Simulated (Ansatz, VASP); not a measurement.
# Two plane-wave programs on Sn

Contents of INCAR:

```
ALGO = Normal ; EDIFF = 1E-6
ENCUT = 520 ; GGA = RP
ISIF = 2 ; ISMEAR = -1
LASPH = True ; LCHARG = False
LREAL = False ; LWAVE = False
NBANDS = 13 ; NELM = 60
PREC = Accurate ; SIGMA = 0.1
```

Contents of KPOINTS:

```
k-points
0
Gamma
  11 11 11
```

POSCAR

```
Sn
1.0
    2.9845193344      0.0000000000      0.0000000000
    0.0000000000      2.9845193344      0.0000000000
    0.0000000000      0.0000000000      2.9845193344
Sn
1
Direct
    0.0000000000      0.0000000000      0.0000000000
```

Input for Ansatz:

```yaml
crystal:
  lattice:
    - [2.9845193344, 0.0, 0.0]
    - [0.0, 2.9845193344, 0.0]
    - [0.0, 0.0, 2.9845193344]
  atoms:
    - { symbol: Sn, position: [0.0, 0.0, 0.0] }
hamiltonian:
  xc: rpbe
  pseudopotentials:
    kind: paw
    azcp:
      Sn: "pseudopotentials/Sn.paw.azcp"
basis:
  ecutwfc: 420
  fft_grid_basis: typed
kpoints:
  mp_grid: { grid: [11, 11, 11], shift: [0, 0, 0] }
magnetization:
  spin_polarized: false
scf:
  occupations: { method: fermi_dirac, width: 0.1 }
  lower_state_search: "off"
output:
  stress: true
  write_density: true
  write_potential: true
  elf: true
  volumetric_format: npy
```

Alike in both runs: task single point; functional RPBE; k mesh 11 × 11 × 11; occupations fermi-dirac, width 0.1 eV; no spin polarisation.

```csv
,VASP,Ansatz
version,VASP 6.6.1,Ansatz 0.2.0
potentials or method,"VASP PAW PBE potentials, release 64 (Sn_d), cutoff 520 eV","plane waves (420 eV) with PAW, scalar-relativistic"
valence electrons in the cell,14,14
```

VASP gave:

```
pressure (GPa) : 7.9
```

Estimate Ansatz's values.

pressure (GPa): 7.8.

VASP's potentials were made for PBE, not for RPBE. With one functional, cell and mesh, what is left measures potentials, basis and numerics.
